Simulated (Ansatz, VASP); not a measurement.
## One calculation of AlNi, two programs

Contents of INCAR:

```
PREC = Accurate
ENCUT = 520
EDIFF = 1E-6
ISMEAR = 0
SIGMA = 0.15
LREAL = False
LASPH = True
NELM = 80
ALGO = Normal
ISIF = 2
LWAVE = False
LCHARG = False
GGA = PE
NBANDS = 14
```

Contents of KPOINTS:

```
Automatic mesh
0
Gamma
  16 16 16
```

Contents of POSCAR:

```
AlNi
1.0
    2.8927237805      0.0000000000      0.0000000000
    0.0000000000      2.8927237805      0.0000000000
    0.0000000000      0.0000000000      2.8927237805
Al Ni
1 1
Direct
   -0.0138277980      0.0000000000      0.0000000000
    0.5063566817      0.5000000000      0.5000000000
```

Input for Ansatz:

```yaml
crystal:
  lattice:
    - [2.8927237805, 0.0, 0.0]
    - [0.0, 2.8927237805, 0.0]
    - [0.0, 0.0, 2.8927237805]
  atoms:
    - { symbol: Al, position: [-0.013827798, 0.0, 0.0] }
    - { symbol: Ni, position: [0.5063566817, 0.5, 0.5] }
basis:
  ecutwfc: 520.0
kpoints:
  mp_grid: { grid: [16, 16, 16] }
hamiltonian:
  xc: pbe
  pseudopotentials: { kind: paw, azcp: { folder: soft_1 } }
scf:
  occupations: { method: gaussian, width: 0.15 }
output:
  forces: true
  stress: true
  eigenvalues: true
```

Change from the starting cell: mode 4 frozen in at -0.040 Å and mode 5 at +0.000 Å (largest displacements).

Alike in both runs: task single point; functional PBE; k mesh 16 × 16 × 16; occupations gaussian, width 0.15 eV; no spin polarisation.

|  | VASP | Ansatz |
| --- | --- | --- |
| version | VASP 6.6.1 | Ansatz 0.2.0 |
| potentials or method | VASP PAW PBE potentials, release 64 (Al, Ni), cutoff 520 eV | scalar-relativistic, plane waves, PAW |
| valence electrons in the cell | 13 | 21 |

|  | VASP | Ansatz | Ansatz less VASP |
| --- | --- | --- | --- |
| gap on the k mesh at the Fermi level (eV) | none | none | - |
| pressure (GPa) | 0.3 | 0.2 | -0.07 |
| traceless stress, the component that is largest in VASP (GPa) | -0.10 | -0.10 | 0.000 |
| rms of the force components (eV/Å) | 0.192 | 0.191 | -0.0013 |

Atom by atom the forces differ by 0.001 eV/Å (rms over components). A gap of «none» marks a metal or a gap that the smearing closes. With one functional, cell and mesh, what is left measures potentials, basis and numerics. VASP's potentials hold 13 valence electrons a cell and Ansatz's 21, so a difference there can come from the potentials and not from the codes.
